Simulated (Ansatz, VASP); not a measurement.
## One calculation of Al, two programs

The input INCAR:

```
SYSTEM = Al
PREC = Accurate ; ENCUT = 520
EDIFF = 1E-6 ; ISMEAR = 0
SIGMA = 0.15 ; LREAL = .FALSE.
LASPH = .TRUE. ; NELM = 80
ALGO = Fast ; ISIF = 2
LWAVE = .FALSE. ; LCHARG = .FALSE.
GGA = PS ; NBANDS = 8
```

File KPOINTS:

```
Automatic mesh
0
G
  20 20 20
  0 0 0
```

Contents of POSCAR:

```
Al
1.0
   -1.5912186900      1.5912186900      1.5434821293
    1.5912186900     -1.5912186900      1.5434821293
    1.5912186900      1.5912186900     -1.5434821293
Al
1
Direct
    0.0000000000      0.0000000000      0.0000000000
```

Input for Ansatz:

```yaml
crystal:
  lattice:
    - [-1.59121869, 1.59121869, 1.5434821293]
    - [1.59121869, -1.59121869, 1.5434821293]
    - [1.59121869, 1.59121869, -1.5434821293]
  atoms:
    - { symbol: Al, position: [0.0, 0.0, 0.0] }
basis:
  ecutwfc: 420
kpoints:
  mp_grid: { grid: [20, 20, 20] }
hamiltonian:
  xc: pbesol
scf:
  occupations: { method: gaussian, width: 0.15 }
output:
  forces: true
  stress: true
  eigenvalues: true
```

Change from the starting cell: strain +0.000 along x and y, -0.030 along z, atoms carried along.

Alike in both runs: task single point; functional PBEsol; k mesh 20 × 20 × 20; occupations gaussian, width 0.15 eV; no spin polarisation.

|  | VASP | Ansatz |
| --- | --- | --- |
| version | VASP 6.6.1 | Ansatz 0.2.0 |
| potentials or method | VASP PAW PBE potentials, release 64 (Al), cutoff 520 eV | scalar-relativistic, plane waves, PAW |
| valence electrons in the cell | 3 | 3 |

|  | VASP | Ansatz | Ansatz less VASP |
| --- | --- | --- | --- |
| gap on the k mesh at the Fermi level (eV) | none | none | - |
| pressure (GPa) | 4.9 | 4.8 | -0.08 |
| traceless stress, the component that is largest in VASP (GPa) | -0.95 | -0.95 | +0.005 |

VASP's potentials were made for PBE, not for PBEsol. A gap of «none» marks a metal or a gap that the smearing closes. The functional is the same, so the differences come from potentials, cutoffs and numerics.
